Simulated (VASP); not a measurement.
# Ag (Im-3m) in VASP: further runs

Runs on Ag. Level: RPBE. Tasks: single point.

Everything below comes from runs of VASP 6.6.1. Logs are shortened: lines on timing, memory, paths and dates and some standing lists are left out, and cuts for length are marked.

## 1. The cell of the first run

It takes space group Im-3m (No. 229, cubic). The conventional cell has a = 3.356 Å, b = 3.356 Å, c = 3.356 Å, α = 90.00°, β = 90.00°, γ = 90.00°. Within 3.8 Å of Ag (site symmetry m-3m) lie 14 Ag at 2.91 to 3.36 Å.

## 2. Single point, RPBE

INCAR reads:

```
SYSTEM = Ag
PREC = Accurate ; ENCUT = 520
EDIFF = 1E-6 ; ISMEAR = -1
SIGMA = 0.1 ; LREAL = .FALSE.
LASPH = .TRUE. ; NELM = 80
ALGO = Normal ; ISIF = 2
LWAVE = .FALSE. ; LCHARG = .FALSE.
GGA = RP ; NBANDS = 12
```

KPOINTS reads:

```
regular mesh
0
G
  14 14 14
  0 0 0
```

POSCAR reads:

```
Ag
1.0
   -1.6780449037      1.6780449037      1.6780449037
    1.6780449037     -1.6780449037      1.6780449037
    1.6780449037      1.6780449037     -1.6780449037
Ag
1
Direct
    0.0000000000      0.0000000000      0.0000000000
```

Potentials or basis: VASP PAW PBE potentials, release 64 (Ag).

Command:

```
$ cat potpaw_PBE.64/Ag/POTCAR > POTCAR
$ mpirun -np 1 vasp_std > vasp.out
```

OUTCAR:

```text
SYSTEM = Ag
   PREC = Accurate
   ENCUT = 520
   EDIFF = 1E-6
   ISMEAR = -1
   LREAL = .FALSE.
   LASPH = .TRUE.
   NELM = 80
   ISIF = 2
   GGA = RP

 ion  position               nearest neighbor table
   1  0.000  0.000  0.000-

  LATTYP: Found a body centered cubic cell.
 ALAT       =     3.3560898074

  Lattice vectors:

 A1 = (  -1.6780449037,   1.6780449037,   1.6780449037)
 A2 = (   1.6780449037,  -1.6780449037,   1.6780449037)
 A3 = (   1.6780449037,   1.6780449037,  -1.6780449037)

Analysis of symmetry for initial positions (statically):
=====================================================================
 Subroutine PRICEL returns:
 Original cell was already a primitive cell.

 Routine SETGRP: Setting up the symmetry group for a
 body centered cubic supercell.

 Subroutine GETGRP returns: Found 48 space group operations
 (whereof 48 operations were pure point group operations)
 out of a pool of 48 trial point group operations.

The static configuration has the point symmetry O_h .

Analysis of symmetry for dynamics (positions and initial velocities):
=====================================================================
 Subroutine PRICEL returns:
 Original cell was already a primitive cell.

 Routine SETGRP: Setting up the symmetry group for a
 body centered cubic supercell.

 Subroutine GETGRP returns: Found 48 space group operations
 (whereof 48 operations were pure point group operations)
 out of a pool of 48 trial point group operations.

The dynamic configuration has the point symmetry O_h .

 Subroutine INISYM returns: Found 48 space group operations
 (whereof 48 operations are pure point group operations),
 and found     1 'primitive' translations

----------------------------------------------------------------------------------------

                                     Primitive cell

  volume of cell :      18.9004

  direct lattice vectors                    reciprocal lattice vectors
    -1.678044904  1.678044904  1.678044904     0.000000000  0.297965805  0.297965805
     1.678044904 -1.678044904  1.678044904     0.297965805  0.000000000  0.297965805
     1.678044904  1.678044904 -1.678044904     0.297965805  0.297965805  0.000000000

  length of vectors
     2.906459031  2.906459031  2.906459031     0.421387282  0.421387282  0.421387282

  position of ions in fractional coordinates (direct lattice)
     0.000000000  0.000000000  0.000000000

  ion indices of the primitive-cell ions
   primitive index   ion index
                 1           1

----------------------------------------------------------------------------------------

 KPOINTS: regular mesh

Automatic generation of k-mesh.
 Grid dimensions read from file:
 generate k-points for:   14   14   14

 Generating k-lattice:

  Cartesian coordinates                     Fractional coordinates (reciprocal lattice)
     0.000000000  0.021283272  0.021283272     0.071428571  0.000000000  0.000000000
     0.021283272  0.000000000  0.021283272     0.000000000  0.071428571  0.000000000
     0.021283272  0.021283272  0.000000000     0.000000000  0.000000000  0.071428571

  Length of vectors
     0.030099092  0.030099092  0.030099092

  Shift w.r.t. Gamma in fractional coordinates (k-lattice)
     0.000000000  0.000000000  0.000000000

 Subroutine IBZKPT returns following result:
 ===========================================

 Found    104 irreducible k-points:

 Following reciprocal coordinates:
            Coordinates               Weight
  0.000000  0.000000  0.000000      1.000000
  0.071429  0.000000  0.000000     12.000000
  0.142857  0.000000  0.000000     12.000000
  0.214286  0.000000  0.000000     12.000000
  0.285714  0.000000  0.000000     12.000000
  0.357143  0.000000  0.000000     12.000000
[... 16 lines left out ...]
  0.285714  0.285714  0.000000     24.000000
  0.357143  0.285714  0.000000     24.000000
 [... further k-points ...]
   k-points           NKPTS =    104   k-points in BZ     NKDIM =    104   number of bands    NBANDS=     12
   number of dos      NEDOS =    301   number of ions     NIONS =      1
   total plane-waves  NPLWV =  13824
   dimension x,y,z NGX =    24 NGY =   24 NGZ =   24
   dimension x,y,z NGXF=    48 NGYF=   48 NGZF=   48
   ions per type =               1
   NGX,Y,Z   is equivalent  to a cutoff of  13.73, 13.73, 13.73 a.u.
   NGXF,Y,Z  is equivalent  to a cutoff of  27.46, 27.46, 27.46 a.u.
 SYSTEM =  Ag
   PREC   = accura    normal or accurate (medium, high low for compatibility)
   ISTART =      0    job   : 0-new  1-cont  2-samecut
   ICHARG =      2    charge: 1-file 2-atom 10-const
   ISPIN  =      1    spin polarized calculation?
   LNONCOLLINEAR =      F non collinear calculations
   LSORBIT =      F    spin-orbit coupling
   LASPH  =      T    aspherical Exc in radial PAW
   ENCUT  =  520.0 eV  38.22 Ry    6.18 a.u.   5.40  5.40  5.40*2*pi/ulx,y,z
   NELM   =     80;   NELMIN=  2; NELMDL= -5     # of ELM steps
   EDIFF  = 0.1E-05   stopping-criterion for ELM
   LREAL  =      F    real-space projection
   EDIFFG = 0.1E-04   stopping-criterion for IOM
   NSW    =      0    number of steps for IOM
   IBRION =     -1    ionic relax: 0-MD 1-quasi-New 2-CG
   NFREE  =      0    steps in history (QN), initial steepest desc. (CG)
   ISIF   =      2    stress and relaxation
   ISYM   =      2    0-nonsym 1-usesym 2-fastsym
   POTIM  = 0.5000    time-step for ionic-motion
   TEBEG  =    0.0;   TEEND  =   0.0 temperature during run
   PSTRESS=    0.0 pullay stress
   NELECT =      11.0000    total number of electrons
   NUPDOWN=      -1.0000    fix difference up-down
   EMIN   =  10.00;   EMAX   =-10.00  energy-range for DOS
   EFERMI =   0.00;   METHOD = LEGACY
   ISMEAR =    -1;   SIGMA  =   0.10  broadening in eV -4-tet -1-fermi 0-gaus
   EFERMI_NEDOS =   21; number of points for ismear=-14 and -15
   IALGO  =     38    algorithm
   IMIX   =      4    mixing-type and parameters
     AMIX     =   0.40;   BMIX     =  1.00
     AMIX_MAG =   1.60;   BMIX_MAG =  1.00
  volume/ion in A,a.u.               =      18.90       127.55
  Fermi-wavevector in a.u.,A,eV,Ry     =   1.366833  2.582940 25.418849  1.868233
  Thomas-Fermi vector in A             =   2.492939
   LORBIT       =      0    0 simple, 1 ext, 2 COOP (PROOUT), +10 PAW based schemes
   GGA     = RP    functional components
   LHFCALC =     F    Hartree Fock is set to
   AEXX    =    0.0000 exact exchange contribution
   IVDW    =     0    specifies the selected vdW correction
   LEPSILON=     F    determine dielectric tensor
   LRPA    =     F    only Hartree local field effects (RPA)
 non-spin polarized calculation
  energy-cutoff  :      520.00
  volume of cell :       18.90
 maximum number of plane-waves:       531
 NGX is ok and might be reduce to    24
   NGX = 11   NGY = 11   NGZ = 11

 number of electron      10.9999997 magnetization

 Free energy of the ion-electron system (eV)
  ---------------------------------------------------
  ext. energy  EPLUGINS =         0.00000000
  ---------------------------------------------------
  free energy    TOTEN  =        -2.17163152 eV

  energy without entropy =       -2.15849434  energy(sigma->0) =       -2.16506293

 E-fermi :   7.2876     XC(G=0): -11.4615

 val. band max:        7.2202703374   @ k =  -0.3571   0.4286   0.1429
 cond. band min:       7.4308626307   @ k =   0.5000   0.0000   0.0000
 fundamental gap:      0.2105922933
 Fermi energy:         7.2875558084

 k-point     1 :       0.0000    0.0000    0.0000
  band No.  band energies     occupation
      1       0.2271      2.00000
      2       2.6501      2.00000
      3       2.6501      2.00000
      4       2.6501      2.00000
      5       3.7659      2.00000
      6       3.7659      2.00000
      7      24.8096      0.00000
      8      24.8096      0.00000
      9      24.8096      0.00000
     10      29.6852      0.00000
     11      29.6852      0.00000
     12      29.6852      0.00000

 k-point     2 :       0.0714    0.0000    0.0000
  band No.  band energies     occupation
      1       0.3821      2.00000
      2       2.6159      2.00000
      3       2.6569      2.00000
      4       2.7318      2.00000
      5       3.7295      2.00000
      6       3.7683      2.00000
      7      24.2919      0.00000
      8      24.7232      0.00000
      9      24.8836      0.00000
     10      28.2323      0.00000
     11      28.3124      0.00000
     12      28.7223      0.00000

 k-point     3 :       0.1429    0.0000    0.0000
  band No.  band energies     occupation
      1       0.8158      2.00000
      2       2.5212      2.00000
      3       2.6888      2.00000
      4       2.9670      2.00000
      5       3.6515      2.00000
      6       3.7763      2.00000
      7      22.5126      0.00000
      8      24.1349      0.00000
      9      25.0815      0.00000
     10      26.9425      0.00000
     11      27.0441      0.00000
     12      27.7191      0.00000

 k-point     4 :       0.2143    0.0000    0.0000
  band No.  band energies     occupation
      1       1.3607      2.00000
      2       2.3876      2.00000
      3       2.8741      2.00000
      4       3.3256      2.00000
      5       3.5990      2.00000
      6       3.7911      2.00000
      7      19.8928      0.00000
      8      23.0067      0.00000
      9      25.0965      0.00000
     10      25.3425      0.00000
     11      26.6529      0.00000
     12      28.3068      0.00000

 k-point     5 :       0.2857    0.0000    0.0000
  band No.  band energies     occupation
      1       1.6126      2.00000
      2       2.2433      2.00000
      3       3.5983      2.00000
      4       3.6137      2.00000
      5       3.7540      2.00000
      6       3.8120      2.00000
      7      17.1061      0.00000
      8      21.8641      0.00000
      9      23.4227      0.00000
     10      25.5992      0.00000
     11      26.6203      0.00000
     12      29.5849      0.00000
[... 228 lines left out ...]
      1       1.8895      2.00000
      2       2.2948      2.00000
      3       3.0970      2.00000
      4       3.6482      2.00000
      5       4.0018      2.00000
      6       7.4410      0.35462
      7      13.8907      0.00000
      8      15.8520      0.00000
      9      21.0170      0.00000
     10      26.5861      0.00000
     11      29.1145      0.00000
     12      32.5575      0.00000

 k-point    22 :       0.3571    0.2143    0.0000
  band No.  band energies     occupation
      1       1.8443      2.00000
      2       2.2548      2.00000
      3       3.1879      2.00000
      4       3.7153      2.00000
      5       4.0628      2.00000
      6       9.1093      0.00000
      7      11.7386      0.00000
      8      15.4445      0.00000
      9      20.7303      0.00000
     10      26.8248      0.00000
     11      29.1654      0.00000
     12      32.5268      0.00000

 k-point    23 :       0.2857    0.2857    0.0000
  band No.  band energies     occupation
      1       1.9193      2.00000
      2       2.4190      2.00000
      3       2.9354      2.00000
      4       3.7361      2.00000
      5       3.9875      2.00000
      6       9.1829      0.00000
      7      13.1935      0.00000
      8      13.6330      0.00000
      9      20.7919      0.00000
     10      27.0801      0.00000
     11      28.6912      0.00000
     12      34.0167      0.00000

 k-point    24 :       0.3571    0.2857    0.0000
  band No.  band energies     occupation
      1       1.9229      2.00000
      2       2.4916      2.00000
      3       2.8539      2.00000
      4       3.8052      2.00000
      5       3.9533      2.00000
      6      10.8247      0.00000
      7      11.5641      0.00000
      8      13.2163      0.00000
      9      20.7167      0.00000
     10      27.4329      0.00000
     11      28.3676      0.00000
     12      33.7644      0.00000

 [... further k-points ...]

------------------------ aborting loop because EDIFF is reached ----------------------------------------

  FORCE on cell =-STRESS in cart. coord.  units (eV):
  Direction    XX          YY          ZZ          XY          YZ          ZX
  --------------------------------------------------------------------------------------
  -------------------------------------------------------------------------------------
  Total       -0.0108349     -0.0108349     -0.0108349      0.0000000     -0.0000000     -0.0000000
  in kB       -0.9184703     -0.9184703     -0.9184703      0.0000000     -0.0000000     -0.0000000
  external PRESSURE =      -0.9184703 kB  Pullay stress =       0.0000000 kB

 VOLUME and BASIS-vectors are now :
 -----------------------------------------------------------------------------
  energy-cutoff  :      520.00
  volume of cell :       18.90
      direct lattice vectors                 reciprocal lattice vectors
    -1.678044904  1.678044904  1.678044904     0.000000000  0.297965805  0.297965805
     1.678044904 -1.678044904  1.678044904     0.297965805  0.000000000  0.297965805
     1.678044904  1.678044904 -1.678044904     0.297965805  0.297965805  0.000000000

 POSITION                                       TOTAL-FORCE (eV/Angst)
 -----------------------------------------------------------------------------------
      0.00000      0.00000      0.00000         0.000000      0.000000     -0.000000
 -----------------------------------------------------------------------------------
    total drift:                                0.000000      0.000000     -0.000000

  FREE ENERGIE OF THE ION-ELECTRON SYSTEM (eV)
  ---------------------------------------------------
  free  energy   TOTEN  =        -2.1716315181 eV

  energy  without entropy=       -2.1584943377  energy(sigma->0) =       -2.16506293
```

Run time: 15 s. Hardware: 1 thread of Intel Xeon 8259CL, shared host; peak memory 0.15 GiB.

What came out:

* Free energy: -2.1716 eV
* Pressure: -0.1 GPa

Caveat: the PAW data sets were made with another functional, which shifts forces and pressure a little.

## 3. Single point, RPBE (volume scaled by 0.88)

INCAR reads:

```
SYSTEM = Ag
ALGO = Normal
EDIFF = 1E-6
ENCUT = 520
GGA = RP
ISIF = 2
ISMEAR = -1
LASPH = .TRUE.
LCHARG = .FALSE.
LREAL = .FALSE.
LWAVE = .FALSE.
NBANDS = 12
NELM = 60
PREC = Accurate
SIGMA = 0.1
```

KPOINTS reads:

```
k-points
0
G
  15 15 15
  0 0 0
```

POSCAR reads:

```
Ag
1.0
   -1.6080435345      1.6080435345      1.6080435345
    1.6080435345     -1.6080435345      1.6080435345
    1.6080435345      1.6080435345     -1.6080435345
Ag
1
Direct
    0.0000000000      0.0000000000      0.0000000000
```

Potentials or basis: VASP PAW PBE potentials, release 64 (Ag).

Command:

```
$ cat potpaw_PBE.64/Ag/POTCAR > POTCAR
$ mpirun -np 1 vasp_std > vasp.out
```

OUTCAR:

```text
SYSTEM = Ag
   EDIFF = 1E-6
   ENCUT = 520
   GGA = RP
   ISIF = 2
   ISMEAR = -1
   LASPH = .TRUE.
   LREAL = .FALSE.
   NELM = 60
   PREC = Accurate

 ion  position               nearest neighbor table
   1  0.000  0.000  0.000-

  LATTYP: Found a body centered cubic cell.
 ALAT       =     3.2160870690

  Lattice vectors:

 A1 = (  -1.6080435345,   1.6080435345,   1.6080435345)
 A2 = (   1.6080435345,  -1.6080435345,   1.6080435345)
 A3 = (   1.6080435345,   1.6080435345,  -1.6080435345)

Analysis of symmetry for initial positions (statically):
=====================================================================
 Subroutine PRICEL returns:
 Original cell was already a primitive cell.

 Routine SETGRP: Setting up the symmetry group for a
 body centered cubic supercell.

 Subroutine GETGRP returns: Found 48 space group operations
 (whereof 48 operations were pure point group operations)
 out of a pool of 48 trial point group operations.

The static configuration has the point symmetry O_h .

Analysis of symmetry for dynamics (positions and initial velocities):
[... 165 lines left out ...]
  band No.  band energies     occupation
      1       1.0071      2.00000
      2       3.8833      2.00000
      3       3.8833      2.00000
      4       3.8833      2.00000
      5       5.2643      2.00000
      6       5.2643      2.00000
      7      26.9835      0.00000
      8      26.9835      0.00000
      9      26.9835      0.00000
     10      33.6011      0.00000
     11      33.6011      0.00000
     12      33.8212      0.00000
[... 331 lines left out ...]
 k-point    24 :       0.4000    0.2000    0.0000
  band No.  band energies     occupation
      1       2.8103      2.00000
      2       3.3101      2.00000
      3       4.5960      2.00000
      4       5.2040      2.00000
      5       5.6779      2.00000
      6      11.1680      0.00000
      7      13.4943      0.00000
      8      18.2776      0.00000
      9      23.3500      0.00000
     10      29.7445      0.00000
     11      32.1638      0.00000
     12      35.5964      0.00000

 [... further k-points ...]

------------------------ aborting loop because EDIFF is reached ----------------------------------------

  FORCE on cell =-STRESS in cart. coord.  units (eV):
  Direction    XX          YY          ZZ          XY          YZ          ZX
  --------------------------------------------------------------------------------------
  -------------------------------------------------------------------------------------
  Total        1.3159029      1.3159029      1.3159029      0.0000000      0.0000000      0.0000000
  in kB      126.7596460    126.7596460    126.7596460      0.0000000      0.0000000      0.0000000
  external PRESSURE =     126.7596460 kB  Pullay stress =       0.0000000 kB

 VOLUME and BASIS-vectors are now :
 -----------------------------------------------------------------------------
  energy-cutoff  :      520.00
  volume of cell :       16.63
      direct lattice vectors                 reciprocal lattice vectors
    -1.608043534  1.608043534  1.608043534     0.000000000  0.310936855  0.310936855
     1.608043534 -1.608043534  1.608043534     0.310936855  0.000000000  0.310936855
     1.608043534  1.608043534 -1.608043534     0.310936855  0.310936855  0.000000000

 POSITION                                       TOTAL-FORCE (eV/Angst)
 -----------------------------------------------------------------------------------
      0.00000      0.00000      0.00000         0.000000      0.000000      0.000000
 -----------------------------------------------------------------------------------
    total drift:                                0.000000      0.000000     -0.000000

  FREE ENERGIE OF THE ION-ELECTRON SYSTEM (eV)
  ---------------------------------------------------
  free  energy   TOTEN  =        -2.1035919599 eV

  energy  without entropy=       -2.0945030829  energy(sigma->0) =       -2.09904752
```

It took 19 s on 1 thread of Intel Xeon 8259CL, shared host; peak memory 0.15 GiB.

What came out:

| Item | Value |
| --- | --- |
| Free energy | -2.1036 eV |
| Pressure | 12.7 GPa |

Caveat: the PAW data sets were made with another functional, which shifts forces and pressure a little.

[end of part 1 of 2]
